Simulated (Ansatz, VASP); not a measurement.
MgCd3Se3 in VASP and in Ansatz

```xyz
7
Lattice="4.7405 0.0000 0.0000 -2.3702 4.1054 0.0000 0.0000 0.0000 10.6781" Properties=species:S:1:pos:R:3 pbc="T T T"
Mg    0.0000    0.0000    5.3391
Cd    0.0000    0.0000    2.5450
Cd    0.0000    0.0000    8.1331
Cd    0.0000    0.0000    0.0000
Se    2.3702    0.0000    0.0000
Se   -1.1851    2.0527    0.0000
Se    1.1851    2.0527    0.0000
```

Alike in both runs: task relaxation of cell and atoms; functional PBE; k mesh 4 × 4 × 2; occupations gaussian, width 0.2 eV; no spin polarisation.

|  | VASP | Ansatz |
| --- | --- | --- |
| version | VASP 6.6.1 | Ansatz 0.2.0 |
| potentials or method | VASP PAW PBE potentials, release 64 (Mg, Cd, Se), cutoff 600 eV | scalar-relativistic, plane waves, PAW |
| valence electrons in the cell | 56 | 118 |

Ansatz gave:

```
gap on the k mesh at the Fermi level, each at its own relaxed structure (eV) : none
relaxed volume (Å³/atom)                                                     : 48.56
relaxed length of the cell vector where the two differ most in proportion (Å)              : 11.554
```

Which values does VASP return?

gap on the k mesh at the Fermi level, each at its own relaxed structure (eV): none; relaxed volume (Å³/atom): 47.87; relaxed length of the cell vector where the two differ most in proportion (Å): 11.471.

A gap of «none» marks a metal or a gap that the smearing closes. VASP's potentials hold 56 valence electrons a cell and Ansatz's 118, so a difference there can come from the potentials and not from the codes.

The k mesh is coarse, so the values compare programs but aren't converged. Noted on VASP's run: the volume moved by over 15 % at a fixed basis, so the end points are rough.
